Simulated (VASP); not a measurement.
# PbS (I4/mmm) in VASP: a series of runs

The runs below take PbS through single point, with PBE+D3(BJ).

Everything below comes from runs of VASP 6.6.1. Logs are shortened: lines on timing, memory, paths and dates and some standing lists are left out, and cuts for length are marked.

### 1 The cell of the first run

It takes space group I4/mmm (No. 139, tetragonal). The conventional cell has a = 4.193 Å, b = 4.193 Å, c = 6.226 Å, α = 90.00°, β = 90.00°, γ = 90.00°. Within 3.9 Å of Pb (site symmetry 4/mmm) lie 6 S at 2.96 to 3.11 Å. Within 3.9 Å of S (site symmetry 4/mmm) lie 6 Pb at 2.96 to 3.11 Å.

### 2 Single point, PBE+D3(BJ) (strain +0.000 along x and y, +0.050 along z)

Input file INCAR:

```
SYSTEM = PbS
PREC = Accurate
ENCUT = 520
EDIFF = 1E-6
ISMEAR = 0
SIGMA = 0.03
LREAL = .False.
LASPH = .True.
NELM = 80
ALGO = Normal
ISIF = 2
LWAVE = .False.
LCHARG = .False.
GGA = PE
IVDW = 12
NBANDS = 17
```

Input file KPOINTS:

```
regular mesh
0
Gamma
  10 10 10
  0 0 0
```

Input file POSCAR:

```
PbS
1.0
    0.0000000000      2.9650000000      3.1132500000
    2.9650000000      0.0000000000      3.1132500000
    2.9650000000      2.9650000000      0.0000000000
Pb S
1 1
Direct
    0.0000000000      0.0000000000      0.0000000000
    0.5000000000      0.5000000000      0.5000000000
```

Potentials or basis: VASP PAW PBE potentials, release 64 (Pb_d, S).

On the command line:

```sh
cat potpaw_PBE.64/Pb_d/POTCAR potpaw_PBE.64/S/POTCAR > POTCAR
mpirun -np 1 vasp_std > vasp.out
```

OUTCAR:

```text
SYSTEM = PbS
   PREC = Accurate
   ENCUT = 520
   EDIFF = 1E-6
   ISMEAR = 0
   LREAL = .False.
   LASPH = .True.
   NELM = 80
   ISIF = 2
   GGA = PE
   IVDW = 12
 IVDW          = 12

 ion  position               nearest neighbor table
   1  0.000  0.000  0.000-   2 2.96   2 2.96   2 2.96   2 2.96   2 3.11   2 3.11
   2  0.500  0.500  0.500-   1 2.96   1 2.96   1 2.96   1 2.96   1 3.11   1 3.11

  LATTYP: Found a body centered tetragonal cell.
 ALAT       =     4.1931432124
 C/A-ratio  =     1.4849242405

  Lattice vectors:

 A1 = (  -2.9650000000,   0.0000000000,   3.1132500000)
 A2 = (   2.9650000000,   0.0000000000,   3.1132500000)
 A3 = (   0.0000000000,   2.9650000000,  -3.1132500000)

Analysis of symmetry for initial positions (statically):
=====================================================================
 Subroutine PRICEL returns:
 Original cell was already a primitive cell.

 Routine SETGRP: Setting up the symmetry group for a
 body centered tetragonal supercell.

 Subroutine GETGRP returns: Found 16 space group operations
 (whereof 16 operations were pure point group operations)
 out of a pool of 16 trial point group operations.

The static configuration has the point symmetry D_4h.

Analysis of symmetry for dynamics (positions and initial velocities):
=====================================================================
 Subroutine PRICEL returns:
 Original cell was already a primitive cell.

 Routine SETGRP: Setting up the symmetry group for a
 body centered tetragonal supercell.

 Subroutine GETGRP returns: Found 16 space group operations
 (whereof 16 operations were pure point group operations)
 out of a pool of 16 trial point group operations.

The dynamic configuration has the point symmetry D_4h.

 Subroutine INISYM returns: Found 16 space group operations
 (whereof 16 operations are pure point group operations),
 and found     1 'primitive' translations

----------------------------------------------------------------------------------------

                                     Primitive cell

  volume of cell :      54.7386

  direct lattice vectors                    reciprocal lattice vectors
     0.000000000  2.965000000  3.113250000    -0.168634064  0.168634064  0.160603871
     2.965000000  0.000000000  3.113250000     0.168634064 -0.168634064  0.160603871
     2.965000000  2.965000000  0.000000000     0.168634064  0.168634064 -0.160603871

  length of vectors
     4.299250000  4.299250000  4.193143212     0.287521301  0.287521301  0.287521301

  position of ions in fractional coordinates (direct lattice)
     0.000000000  0.000000000  0.000000000
     0.500000000  0.500000000  0.500000000

  ion indices of the primitive-cell ions
   primitive index   ion index
                 1           1
                 2           2

----------------------------------------------------------------------------------------

 KPOINTS: regular mesh

Automatic generation of k-mesh.
 Grid dimensions read from file:
 generate k-points for:   10   10   10

 Generating k-lattice:

  Cartesian coordinates                     Fractional coordinates (reciprocal lattice)
    -0.016863406  0.016863406  0.016060387     0.100000000 -0.000000000  0.000000000
     0.016863406 -0.016863406  0.016060387    -0.000000000  0.100000000  0.000000000
     0.016863406  0.016863406 -0.016060387     0.000000000  0.000000000  0.100000000

  Length of vectors
     0.028752130  0.028752130  0.028752130

  Shift w.r.t. Gamma in fractional coordinates (k-lattice)
     0.000000000  0.000000000  0.000000000

 Subroutine IBZKPT returns following result:
 ===========================================

 Found    102 irreducible k-points:

 Following reciprocal coordinates:
            Coordinates               Weight
  0.000000  0.000000  0.000000      1.000000
  0.100000  0.000000  0.000000      8.000000
  0.200000  0.000000  0.000000      8.000000
  0.300000  0.000000  0.000000      8.000000
  0.400000  0.000000  0.000000      8.000000
  0.500000  0.000000  0.000000      4.000000
[... 16 lines left out ...]
  0.300000  0.300000  0.000000      2.000000
  0.400000  0.300000  0.000000      8.000000
 [... further k-points ...]
   k-points           NKPTS =    102   k-points in BZ     NKDIM =    102   number of bands    NBANDS=     17
   number of dos      NEDOS =    301   number of ions     NIONS =      2
   total plane-waves  NPLWV =  32768
   dimension x,y,z NGX =    32 NGY =   32 NGZ =   32
   dimension x,y,z NGXF=    64 NGYF=   64 NGZF=   64
   ions per type =               1   1
   NGX,Y,Z   is equivalent  to a cutoff of  12.37, 12.37, 12.69 a.u.
   NGXF,Y,Z  is equivalent  to a cutoff of  24.75, 24.75, 25.37 a.u.
 SYSTEM =  PbS
   PREC   = accura    normal or accurate (medium, high low for compatibility)
   ISTART =      0    job   : 0-new  1-cont  2-samecut
   ICHARG =      2    charge: 1-file 2-atom 10-const
   ISPIN  =      1    spin polarized calculation?
   LNONCOLLINEAR =      F non collinear calculations
   LSORBIT =      F    spin-orbit coupling
   LASPH  =      T    aspherical Exc in radial PAW
   ENCUT  =  520.0 eV  38.22 Ry    6.18 a.u.   7.99  7.99  7.80*2*pi/ulx,y,z
   NELM   =     80;   NELMIN=  2; NELMDL= -5     # of ELM steps
   EDIFF  = 0.1E-05   stopping-criterion for ELM
   LREAL  =      F    real-space projection
   EDIFFG = 0.1E-04   stopping-criterion for IOM
   NSW    =      0    number of steps for IOM
   IBRION =     -1    ionic relax: 0-MD 1-quasi-New 2-CG
   NFREE  =      0    steps in history (QN), initial steepest desc. (CG)
   ISIF   =      2    stress and relaxation
   ISYM   =      2    0-nonsym 1-usesym 2-fastsym
   POTIM  = 0.5000    time-step for ionic-motion
   TEBEG  =    0.0;   TEEND  =   0.0 temperature during run
   PSTRESS=    0.0 pullay stress
   NELECT =      20.0000    total number of electrons
   NUPDOWN=      -1.0000    fix difference up-down
   EMIN   =  10.00;   EMAX   =-10.00  energy-range for DOS
   EFERMI =   0.00;   METHOD = LEGACY
   ISMEAR =     0;   SIGMA  =   0.03  broadening in eV -4-tet -1-fermi 0-gaus
   EFERMI_NEDOS =   21; number of points for ismear=-14 and -15
   IALGO  =     38    algorithm
   IMIX   =      4    mixing-type and parameters
     AMIX     =   0.40;   BMIX     =  1.00
     AMIX_MAG =   1.60;   BMIX_MAG =  1.00
  volume/ion in A,a.u.               =      27.37       184.70
  Fermi-wavevector in a.u.,A,eV,Ry     =   1.170362  2.211664 18.636555  1.369748
  Thomas-Fermi vector in A             =   2.306822
   LORBIT       =      0    0 simple, 1 ext, 2 COOP (PROOUT), +10 PAW based schemes
   GGA     = PE    functional components
   LHFCALC =     F    Hartree Fock is set to
   AEXX    =    0.0000 exact exchange contribution
   IVDW    =    12    specifies the selected vdW correction
   LEPSILON=     F    determine dielectric tensor
   LRPA    =     F    only Hartree local field effects (RPA)
 non-spin polarized calculation
 Gauss-broadening in eV      SIGMA  =   0.03
  energy-cutoff  :      520.00
  volume of cell :       54.74
 maximum number of plane-waves:      1493
   NGX = 15   NGY = 15   NGZ = 15

 number of electron      20.0000005 magnetization

 Free energy of the ion-electron system (eV)
  ---------------------------------------------------
  ext. energy  EPLUGINS =         0.00000000
  ---------------------------------------------------
  free energy    TOTEN  =        -8.74249180 eV

  energy without entropy =       -8.74249180  energy(sigma->0) =       -8.74249180

 E-fermi :   5.3818     XC(G=0):  -9.4543

 val. band max:        5.2013877767   @ k =   0.5000   0.0000   0.0000
 cond. band min:       5.6769002814   @ k =   0.5000   0.0000   0.0000
 fundamental gap:      0.4755125047
 Fermi energy:         5.3817554641

 k-point     1 :       0.0000    0.0000    0.0000
  band No.  band energies     occupation
      1     -11.5517      2.00000
      2     -11.5513      2.00000
      3     -11.5513      2.00000
      4     -11.5357      2.00000
      5     -11.5104      2.00000
      6      -7.9796      2.00000
[... 9 lines left out ...]
     16      12.1663      0.00000
     17      13.4160      0.00000

 k-point     2 :       0.1000    0.0000    0.0000
  band No.  band energies     occupation
      1     -11.5529      2.00000
      2     -11.5500      2.00000
      3     -11.5491      2.00000
      4     -11.5328      2.00000
      5     -11.5122      2.00000
      6      -7.9004      2.00000
[... 9 lines left out ...]
     16      12.3853      0.00000
     17      14.0547      0.00000

 k-point     3 :       0.2000    0.0000    0.0000
  band No.  band energies     occupation
      1     -11.5571      2.00000
      2     -11.5477      2.00000
      3     -11.5449      2.00000
      4     -11.5235      2.00000
      5     -11.5156      2.00000
      6      -7.6743      2.00000
[... 9 lines left out ...]
     16      12.9085      0.00000
     17      15.4264      0.00000

 k-point     4 :       0.3000    0.0000    0.0000
  band No.  band energies     occupation
      1     -11.5628      2.00000
      2     -11.5462      2.00000
      3     -11.5443      2.00000
      4     -11.5150      2.00000
      5     -11.5105      2.00000
      6      -7.3430      2.00000
[... 9 lines left out ...]
     16      13.7069      0.00000
     17      16.8721      0.00000
[... 343 lines left out ...]
      1     -11.5615      2.00000
      2     -11.5496      2.00000
      3     -11.5343      2.00000
      4     -11.5305      2.00000
      5     -11.5017      2.00000
      6      -7.2035      2.00000
[... 9 lines left out ...]
     16      14.3836      0.00000
     17      15.3509      0.00000

 k-point    23 :       0.3000    0.3000    0.0000
  band No.  band energies     occupation
      1     -11.6124      2.00000
      2     -11.5472      2.00000
      3     -11.5221      2.00000
      4     -11.5221      2.00000
      5     -11.4992      2.00000
      6      -7.2062      2.00000
[... 9 lines left out ...]
     16      15.8435      0.00000
     17      15.8521      0.00000

 k-point    24 :       0.4000    0.3000    0.0000
  band No.  band energies     occupation
      1     -11.6241      2.00000
      2     -11.5463      2.00000
      3     -11.5177      2.00000
      4     -11.5176      2.00000
      5     -11.4984      2.00000
      6      -6.9714      2.00000
[... 9 lines left out ...]
     16      16.1636      0.00000
     17      16.7946      0.00000

 [... further k-points ...]

------------------------ aborting loop because EDIFF is reached ----------------------------------------

 Edisp (eV)   -0.66149

 E8    (eV) :    -0.2983

  FORCE on cell =-STRESS in cart. coord.  units (eV):
  Direction    XX          YY          ZZ          XY          YZ          ZX
  --------------------------------------------------------------------------------------
  -------------------------------------------------------------------------------------
  Total      -0.21124    -0.21124    -1.78467     0.00000     0.00000     0.00000
  in kB      -6.18289    -6.18289   -52.23671     0.00000     0.00000     0.00000
  external pressure =      -21.53 kB  Pullay stress =        0.00 kB

 VOLUME and BASIS-vectors are now :
 -----------------------------------------------------------------------------
  energy-cutoff  :      520.00
  volume of cell :       54.74
      direct lattice vectors                 reciprocal lattice vectors
     0.000000000  2.965000000  3.113250000    -0.168634064  0.168634064  0.160603871
     2.965000000  0.000000000  3.113250000     0.168634064 -0.168634064  0.160603871
     2.965000000  2.965000000  0.000000000     0.168634064  0.168634064 -0.160603871

 POSITION                                       TOTAL-FORCE (eV/Angst)
 -----------------------------------------------------------------------------------
      0.00000      0.00000      0.00000         0.000000     -0.000000      0.000000
      2.96500      2.96500      3.11325        -0.000000      0.000000     -0.000000
 -----------------------------------------------------------------------------------
    total drift:                                0.000000     -0.000000     -0.000000

  FREE ENERGIE OF THE ION-ELECTRON SYSTEM (eV)
  ---------------------------------------------------
  free  energy   TOTEN  =        -9.4039839334 eV

  energy  without entropy=       -9.4039839334  energy(sigma->0) =       -9.40398393
```

It took 24 s on 1 thread of Intel Xeon 6975P-C (Granite Rapids), shared host; peak memory 0.24 GiB.

What came out:

```yaml
Free_energy: -9.4040 eV
Pressure: -2.2 GPa
Band_gap_on_the_k_mesh: 0.48 eV, direct
Dispersion_energy_per_atom: -0.331 eV
```

Caveat: the cell differs from its parent crystal (strain +0.000 along x and y, +0.050 along z); spin-orbit coupling is left out, which moves the levels of the heavy elements. A k mesh can miss the band edges.

### 3 Single point, PBE+D3(BJ) (strain +0.025 along x and y, +0.000 along z)

Input file INCAR:

```
PREC     = Accurate       # precision mode
ENCUT    = 520            # plane-wave cutoff, eV
EDIFF    = 1E-6           # SCF threshold, eV
ISMEAR   = 0              # smearing method
SIGMA    = 0.03           # smearing width, eV
LREAL    = F              # projectors in reciprocal space
LASPH    = T              # aspherical terms in the spheres
NELM     = 60             # most SCF steps
ALGO     = Normal         # electronic algorithm
ISIF     = 2              # what is computed and relaxed
LWAVE    = F              # write WAVECAR
LCHARG   = F              # write CHGCAR
GGA      = PE             # functional
IVDW     = 12             # dispersion correction
NBANDS   = 17             # bands
```

Input file KPOINTS:

```
regular mesh
0
Gamma
  10 10 10
```

Input file POSCAR:

```
PbS
1.0
    0.0000000000      3.0391250000      2.9650000000
    3.0391250000      0.0000000000      2.9650000000
    3.0391250000      3.0391250000      0.0000000000
Pb S
1 1
Direct
    0.0000000000      0.0000000000      0.0000000000
    0.5000000000      0.5000000000      0.5000000000
```

Potentials or basis: VASP PAW PBE potentials, release 64 (Pb_d, S).

On the command line:

```sh
cat potpaw_PBE.64/Pb_d/POTCAR potpaw_PBE.64/S/POTCAR > POTCAR
mpirun -np 1 vasp_std > vasp.out
```

Wall time 24 s (1 thread of Intel Xeon 6975P-C (Granite Rapids), shared host); peak memory 0.24 GiB.

The run converged. Its results:

```yaml
Free_energy: -9.4225 eV
Pressure: -2.4 GPa
Band_gap_on_the_k_mesh: 0.52 eV, direct
Dispersion_energy_per_atom: -0.331 eV
```

Stress tensor (GPa, compression positive):
```
-3.31  0.00  0.00
 0.00 -3.31  0.00
 0.00  0.00 -0.63
```

Levels at points of the mesh, in eV from the valence-band top:
| k point | band 7 | band 8 | band 9 | band 10 | band 11 | band 12 | band 13 | band 14 |
| --- | --- | --- | --- | --- | --- | --- | --- | --- |
| (0.00, 0.00, 0.00) | -6.08 | -2.04 | -1.84 | -1.84 | 4.93 | 4.93 | 5.47 | 6.84 |
| (0.50, 0.00, 0.00) | -8.55 | -1.57 | -1.53 | 0.00 | 0.52 | 2.03 | 2.18 | 8.63 |
| (0.50, 0.50, 0.00) | -7.17 | -4.79 | -3.13 | -3.13 | 4.04 | 5.44 | 5.44 | 5.64 |
| (0.50, 0.00, 0.50) | -7.06 | -4.74 | -3.20 | -2.96 | 4.14 | 5.33 | 5.35 | 5.84 |

Caveat: the cell differs from its parent crystal (strain +0.025 along x and y, +0.000 along z); spin-orbit coupling is left out, which moves the levels of the heavy elements.

(Part 1 of 2 ends here.)
